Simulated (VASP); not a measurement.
# BRh4Au (P6/mmm) in VASP: single point with PBE

Aim: the single point of BRh4Au with PBE.

All numbers are computed with VASP 6.6.1; they aren't measurements. Logs are shortened: lines on timing, memory, paths and dates and some standing lists are left out, and cuts for length are marked.

## Step 1: The cell of the first run

It takes space group P6/mmm (No. 191, hexagonal). The conventional cell has a = 5.286 Å, b = 5.286 Å, c = 7.156 Å, α = 90.00°, β = 90.00°, γ = 120.00°. Rh (site symmetry -6m2) has 9 Rh at 2.65 to 3.05 Å and 3 Au at 3.05 Å within 3.5 Å. Within 2.8 Å of Rh (site symmetry 2mm) lie 2 B at 2.08 Å and 6 Rh at 2.64 to 2.65 Å. Within 4.0 Å of Au (site symmetry 6/mmm) lie 18 Rh at 3.05 to 3.42 Å and 2 Au at 3.58 Å. Au (site symmetry 6/mmm) has 12 Rh at 3.00 Å and 6 B at 3.05 Å and 2 Au at 3.58 Å within 3.9 Å. B (site symmetry -6m2) has 6 Rh at 2.08 Å within 2.8 Å.

## Step 2: Single point, PBE

INCAR reads:

```
PREC = Accurate
ENCUT = 520
EDIFF = 1E-7
ISMEAR = -1
SIGMA = 0.1
LREAL = False
LASPH = True
NELM = 100
ALGO = Normal
ISIF = 2
LWAVE = False
LCHARG = True
GGA = PE
LELF = True
LVHAR = True
NBANDS = 86
```

KPOINTS reads:

```
Automatic mesh
0
Gamma
  7 7 5
```

POSCAR reads:

```
BRh4Au
1.0
    5.2855915148      0.0000000000      0.0000000000
   -2.6427957574      4.5774565259      0.0000000000
    0.0000000000      0.0000000000      7.1560813987
Rh Au B
8 2 2
Direct
    0.3333333333      0.6666666667      0.0000000000
    0.6666666667      0.3333333333      0.0000000000
    0.5000000000      0.0000000000      0.3026590001
    0.5000000000      0.5000000000      0.3026590001
    0.0000000000      0.5000000000      0.3026590001
    0.0000000000      0.5000000000      0.6973409999
    0.5000000000      0.5000000000      0.6973409999
    0.5000000000      0.0000000000      0.6973409999
    0.0000000000      0.0000000000      0.0000000000
    0.0000000000      0.0000000000      0.5000000000
    0.3333333333      0.6666666667      0.5000000000
    0.6666666667      0.3333333333      0.5000000000
```

Potentials or basis: VASP PAW PBE potentials, release 64 (Rh_pv, Au, B).

The run is started by

```sh
cat potpaw_PBE.64/Rh_pv/POTCAR potpaw_PBE.64/Au/POTCAR potpaw_PBE.64/B/POTCAR > POTCAR
mpirun -np 1 vasp_std > vasp.out
```

OUTCAR:

```text
PREC = Accurate
   ENCUT = 520
   EDIFF = 1E-7
   ISMEAR = -1
   LREAL = False
   LASPH = True
   NELM = 100
   ISIF = 2
   GGA = PE

 ion  position               nearest neighbor table
   1  0.333  0.667  0.000-   5 2.65   6 2.65   3 2.65   8 2.65   7 2.65   4 2.65   2 3.05   9 3.05
                             2 3.05   9 3.05   9 3.05   2 3.05
   2  0.667  0.333  0.000-   5 2.65   6 2.65   3 2.65   8 2.65   7 2.65   4 2.65   1 3.05   9 3.05
                             1 3.05   9 3.05   9 3.05   1 3.05
   3  0.500  0.000  0.303-  11 2.08  12 2.08   4 2.64   5 2.64   4 2.64   5 2.64   1 2.65   2 2.65
                             8 2.82  10 3.00  10 3.00   9 3.42   9 3.42
   4  0.500  0.500  0.303-  11 2.08  12 2.08   5 2.64   5 2.64   3 2.64   3 2.64   1 2.65   2 2.65
                             7 2.82  10 3.00  10 3.00   9 3.42   9 3.42
   5  0.000  0.500  0.303-  11 2.08  12 2.08   4 2.64   4 2.64   3 2.64   3 2.64   1 2.65   2 2.65
                             6 2.82  10 3.00  10 3.00   9 3.42   9 3.42
   6  0.000  0.500  0.697-  11 2.08  12 2.08   7 2.64   7 2.64   8 2.64   8 2.64   1 2.65   2 2.65
                             5 2.82  10 3.00  10 3.00   9 3.42   9 3.42
   7  0.500  0.500  0.697-  11 2.08  12 2.08   6 2.64   6 2.64   8 2.64   8 2.64   1 2.65   2 2.65
                             4 2.82  10 3.00  10 3.00   9 3.42   9 3.42
   8  0.500  0.000  0.697-  11 2.08  12 2.08   6 2.64   7 2.64   7 2.64   6 2.64   1 2.65   2 2.65
                             3 2.82  10 3.00  10 3.00   9 3.42   9 3.42
   9  0.000  0.000  0.000-   1 3.05   2 3.05   2 3.05   1 3.05   2 3.05   1 3.05   3 3.42   8 3.42
                             3 3.42   8 3.42   5 3.42   5 3.42   6 3.42   6 3.42   7 3.42   4 3.42
  10  0.000  0.000  0.500-   3 3.00   8 3.00   3 3.00   8 3.00   7 3.00   4 3.00   5 3.00   6 3.00
                             5 3.00   6 3.00   4 3.00   7 3.00   9 3.58   9 3.58
  11  0.333  0.667  0.500-   5 2.08   6 2.08   3 2.08   8 2.08   7 2.08   4 2.08
  12  0.667  0.333  0.500-   5 2.08   6 2.08   3 2.08   8 2.08   7 2.08   4 2.08

  LATTYP: Found a hexagonal cell.
 ALAT       =     5.2855915148
 C/A-ratio  =     1.3538846842

  Lattice vectors:

 A1 = (   5.2855915148,   0.0000000000,   0.0000000000)
 A2 = (  -2.6427957574,   4.5774565259,   0.0000000000)
 A3 = (   0.0000000000,   0.0000000000,   7.1560813987)

Analysis of symmetry for initial positions (statically):
=====================================================================
 Subroutine PRICEL returns:
 Original cell was already a primitive cell.

 Routine SETGRP: Setting up the symmetry group for a
 hexagonal supercell.

 Subroutine GETGRP returns: Found 24 space group operations
 (whereof 24 operations were pure point group operations)
 out of a pool of 24 trial point group operations.

The static configuration has the point symmetry D_6h.

Analysis of symmetry for dynamics (positions and initial velocities):
=====================================================================
 Subroutine PRICEL returns:
 Original cell was already a primitive cell.

 Routine SETGRP: Setting up the symmetry group for a
 hexagonal supercell.

 Subroutine GETGRP returns: Found 24 space group operations
 (whereof 24 operations were pure point group operations)
 out of a pool of 24 trial point group operations.

The dynamic configuration has the point symmetry D_6h.

 Subroutine INISYM returns: Found 24 space group operations
 (whereof 24 operations are pure point group operations),
 and found     1 'primitive' translations

----------------------------------------------------------------------------------------

                                     Primitive cell

  volume of cell :     173.1383

  direct lattice vectors                    reciprocal lattice vectors
     5.285591515  0.000000000  0.000000000     0.189193584  0.109230966  0.000000000
    -2.642795757  4.577456526  0.000000000     0.000000000  0.218461933  0.000000000
     0.000000000  0.000000000  7.156081399     0.000000000  0.000000000  0.139741284

  length of vectors
     5.285591515  5.285591515  7.156081399     0.218461933  0.218461933  0.139741284

  position of ions in fractional coordinates (direct lattice)
     0.333333333  0.666666667  0.000000000
     0.666666667  0.333333333  0.000000000
     0.500000000  0.000000000  0.302659000
     0.500000000  0.500000000  0.302659000
     0.000000000  0.500000000  0.302659000
     0.000000000  0.500000000  0.697341000
     0.500000000  0.500000000  0.697341000
     0.500000000  0.000000000  0.697341000
     0.000000000  0.000000000  0.000000000
     0.000000000  0.000000000  0.500000000
     0.333333333  0.666666667  0.500000000
[... 31 lines left out ...]

  Length of vectors
     0.031208848  0.031208848  0.027948257

  Shift w.r.t. Gamma in fractional coordinates (k-lattice)
     0.000000000  0.000000000  0.000000000

 Subroutine IBZKPT returns following result:
 ===========================================

 Found     24 irreducible k-points:

 Following reciprocal coordinates:
            Coordinates               Weight
  0.000000  0.000000  0.000000      1.000000
  0.142857  0.000000  0.000000      6.000000
  0.285714  0.000000  0.000000      6.000000
  0.428571  0.000000  0.000000      6.000000
  0.142857  0.142857  0.000000      6.000000
  0.285714  0.142857  0.000000     12.000000
[... 16 lines left out ...]
  0.428571  0.142857  0.400000     12.000000
  0.285714  0.285714  0.400000     12.000000
   k-points           NKPTS =     24   k-points in BZ     NKDIM =     24   number of bands    NBANDS=     86
   number of dos      NEDOS =    301   number of ions     NIONS =     12
   total plane-waves  NPLWV =  86400
   dimension x,y,z NGX =    40 NGY =   40 NGZ =   54
   dimension x,y,z NGXF=    80 NGYF=   80 NGZF=  108
   ions per type =               8   2   2
   NGX,Y,Z   is equivalent  to a cutoff of  12.58, 12.58, 12.54 a.u.
   NGXF,Y,Z  is equivalent  to a cutoff of  25.16, 25.16, 25.09 a.u.
 SYSTEM =  unknown system
   PREC   = accura    normal or accurate (medium, high low for compatibility)
   ISTART =      0    job   : 0-new  1-cont  2-samecut
   ICHARG =      2    charge: 1-file 2-atom 10-const
   ISPIN  =      1    spin polarized calculation?
   LNONCOLLINEAR =      F non collinear calculations
   LSORBIT =      F    spin-orbit coupling
   LASPH  =      T    aspherical Exc in radial PAW
   ENCUT  =  520.0 eV  38.22 Ry    6.18 a.u.   9.83  9.83 13.31*2*pi/ulx,y,z
   NELM   =    100;   NELMIN=  2; NELMDL= -5     # of ELM steps
   EDIFF  = 0.1E-06   stopping-criterion for ELM
   LREAL  =      F    real-space projection
   EDIFFG = 0.1E-05   stopping-criterion for IOM
   NSW    =      0    number of steps for IOM
   IBRION =     -1    ionic relax: 0-MD 1-quasi-New 2-CG
   NFREE  =      0    steps in history (QN), initial steepest desc. (CG)
   ISIF   =      2    stress and relaxation
   ISYM   =      2    0-nonsym 1-usesym 2-fastsym
   POTIM  = 0.5000    time-step for ionic-motion
   TEBEG  =    0.0;   TEEND  =   0.0 temperature during run
   PSTRESS=    0.0 pullay stress
   NELECT =     148.0000    total number of electrons
   NUPDOWN=      -1.0000    fix difference up-down
   EMIN   =  10.00;   EMAX   =-10.00  energy-range for DOS
   EFERMI =   0.00;   METHOD = LEGACY
   ISMEAR =    -1;   SIGMA  =   0.10  broadening in eV -4-tet -1-fermi 0-gaus
   EFERMI_NEDOS =   21; number of points for ismear=-14 and -15
   IALGO  =     38    algorithm
   IMIX   =      4    mixing-type and parameters
     AMIX     =   0.40;   BMIX     =  1.00
     AMIX_MAG =   1.60;   BMIX_MAG =  1.00
  volume/ion in A,a.u.               =      14.43        97.37
  Fermi-wavevector in a.u.,A,eV,Ry     =   1.553690  2.936048 32.843819  2.413953
  Thomas-Fermi vector in A             =   2.657884
   LORBIT       =      0    0 simple, 1 ext, 2 COOP (PROOUT), +10 PAW based schemes
   GGA     = PE    functional components
   LHFCALC =     F    Hartree Fock is set to
   AEXX    =    0.0000 exact exchange contribution
   IVDW    =     0    specifies the selected vdW correction
   LEPSILON=     F    determine dielectric tensor
   LRPA    =     F    only Hartree local field effects (RPA)
 non-spin polarized calculation
  energy-cutoff  :      520.00
  volume of cell :      173.14
 maximum number of plane-waves:      4695
 NGX is ok and might be reduce to    40
   NGX = 19   NGY = 19   NGZ = 27

 number of electron     148.0000033 magnetization

 Free energy of the ion-electron system (eV)
  ---------------------------------------------------
  ext. energy  EPLUGINS =         0.00000000
  ---------------------------------------------------
  free energy    TOTEN  =       -75.22013783 eV

  energy without entropy =      -74.76021685  energy(sigma->0) =      -74.99017734

 E-fermi :   9.2423     XC(G=0): -12.8909

 val. band max:        9.2414506784   @ k =   0.4286   0.1429   0.2000
 cond. band min:       9.2442583283   @ k =   0.2857   0.2857   0.2000
 fundamental gap:      0.0028076499
 Fermi energy:         9.2422772887

 k-point     1 :       0.0000    0.0000    0.0000
  band No.  band energies     occupation
      1     -37.7597      2.00000
      2     -37.7272      2.00000
      3     -37.3223      2.00000
      4     -37.2784      2.00000
      5     -37.2420      2.00000
      6     -37.2420      2.00000
[... 2125 lines left out ...]
     85      13.7671      0.00000
     86      13.9129      0.00000

------------------------ aborting loop because EDIFF is reached ----------------------------------------

  FORCE on cell =-STRESS in cart. coord.  units (eV):
  Direction    XX          YY          ZZ          XY          YZ          ZX
  --------------------------------------------------------------------------------------
  -------------------------------------------------------------------------------------
  Total        5.4901617      5.4901617      5.4762666     -0.0000000      0.0000000      0.0000000
  in kB       50.8045511     50.8045511     50.6759702     -0.0000000      0.0000000      0.0000000
  external PRESSURE =      50.7616908 kB  Pullay stress =       0.0000000 kB

 VOLUME and BASIS-vectors are now :
 -----------------------------------------------------------------------------
  energy-cutoff  :      520.00
  volume of cell :      173.14
      direct lattice vectors                 reciprocal lattice vectors
     5.285591515  0.000000000  0.000000000     0.189193584  0.109230966  0.000000000
    -2.642795757  4.577456526  0.000000000     0.000000000  0.218461933  0.000000000
     0.000000000  0.000000000  7.156081399     0.000000000  0.000000000  0.139741284

 POSITION                                       TOTAL-FORCE (eV/Angst)
 -----------------------------------------------------------------------------------
     -0.00000      3.05164      0.00000         0.000000     -0.000000     -0.000000
      2.64280      1.52582      0.00000        -0.000000      0.000000     -0.000000
      2.64280      0.00000      2.16585         0.000000      0.000000     -0.020789
      1.32140      2.28873      2.16585         0.000000      0.000000     -0.020789
     -1.32140      2.28873      2.16585         0.000000      0.000000     -0.020789
     -1.32140      2.28873      4.99023         0.000000     -0.000000      0.020789
      1.32140      2.28873      4.99023         0.000000     -0.000000      0.020789
      2.64280      0.00000      4.99023        -0.000000     -0.000000      0.020789
      0.00000      0.00000      0.00000         0.000000      0.000000     -0.000000
      0.00000      0.00000      3.57804         0.000000      0.000000     -0.000000
     -0.00000      3.05164      3.57804        -0.000000      0.000000     -0.000000
      2.64280      1.52582      3.57804         0.000000      0.000000     -0.000000
 -----------------------------------------------------------------------------------
    total drift:                               -0.000000     -0.000000      0.000000

  FREE ENERGIE OF THE ION-ELECTRON SYSTEM (eV)
  ---------------------------------------------------
  free  energy   TOTEN  =       -75.2201378327 eV

  energy  without entropy=      -74.7602168502  energy(sigma->0) =      -74.99017734
```

Run time: 15 min. Hardware: 1 thread of Intel Xeon 8259CL, shared host; peak memory 0.45 GiB.

What came out:

| Quantity | Value |
| --- | --- |
| Free energy | -75.2201 eV |
| Pressure | 5.1 GPa |
| Largest force | 0.021 eV/Å |
| Band gap on the k mesh | zero (band 74 reaches 9.55 eV, above the bottom of band 75 at 9.03 eV) |

Forces on the atoms (eV/Å):
```
Rh   0.000  0.000  0.000
Rh   0.000  0.000  0.000
Rh   0.000  0.000 -0.021
Rh   0.000  0.000 -0.021
Rh   0.000  0.000 -0.021
Rh   0.000  0.000  0.021
Rh   0.000  0.000  0.021
Rh   0.000  0.000  0.021
Au   0.000  0.000  0.000
Au   0.000  0.000  0.000
B    0.000  0.000  0.000
B    0.000  0.000  0.000
```

Caveat: spin-orbit coupling is left out, which moves the levels of the heavy elements.
